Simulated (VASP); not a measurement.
The system is Cl.

```xyz
2
Lattice="4.0373 0.0000 0.0000 -2.0186 3.4964 0.0000 0.0000 0.0000 4.6182" Properties=species:S:1:pos:R:3 pbc="T T T"
Cl    0.0000    0.0000    3.7467
Cl    0.0000    0.0000    0.8714
```

The cell was generated, and may not be a known phase.

- Program: VASP 6.6.1
- Task: relaxation of cell and atoms
- Functional: PBE
- Potentials or basis: VASP PAW PBE potentials, release 64 (Cl)
- Cutoff: 600 eV
- k mesh: 6 × 6 × 4
- Occupations: gaussian, width 0.1 eV
- Spin: no spin polarisation

At the start: pressure 13.9 GPa; volume 32.59 Å³/atom.

Q: How do energy, volume and symmetry change on relaxing?

A: Over 19 steps the energy falls by 505.7 meV/atom and the volume is 45.12 Å³/atom (+38.4 %); space group P6/mmm (No. 191, to 0.1 Å) before and after.

Step by step:
```tsv
step	energy change (eV)	largest force (eV/Å)	pressure (GPa)	volume (Å³)
1	0.0000	8.4180	13.92	65.19
2	0.9565	1.1929	-3.87	92.17
3	0.8673	1.0217	-4.18	89.52
4	0.7349	0.7462	-4.55	86.71
5	-0.1770	0.4403	-5.00	75.91
6	-0.6334	1.2622	-2.66	70.54
7	-0.8469	1.2347	-0.01	67.86
8	-0.8546	0.0083	2.33	66.53
9	-0.8642	0.6319	1.16	67.14
10	-0.8643	0.5790	1.26	67.09
11	-0.9089	0.5949	0.60	69.30
12	-0.9579	0.6401	-0.16	73.76
13	-0.9939	0.6105	-0.56	83.03
14	-0.9568	1.5356	2.04	84.32
15	-1.0054	0.0179	0.24	83.48
16	-1.0054	0.0063	0.21	83.47
17	-1.0062	0.0026	0.20	84.13
18	-1.0084	0.0012	0.15	86.13
19	-1.0114	0.0053	0.08	90.23
```

Final structure:
```
Cl
1.0
     4.26853    0.00000    0.00000
    -2.13427    3.69666    0.00000
     0.00000    0.00000    5.71855
Cl
2
Direct
  0.00000 0.00000 0.82594
  0.00000 0.00000 0.17406
```

Caveat: the volume moved by over 15 % at a fixed basis, so the end points are rough; this functional lacks dispersion, which holds the molecules together, so the pressure and a relaxed volume are unreliable; this functional lacks dispersion, which binds layers or chains, so the pressure and a relaxed spacing across them are unreliable.
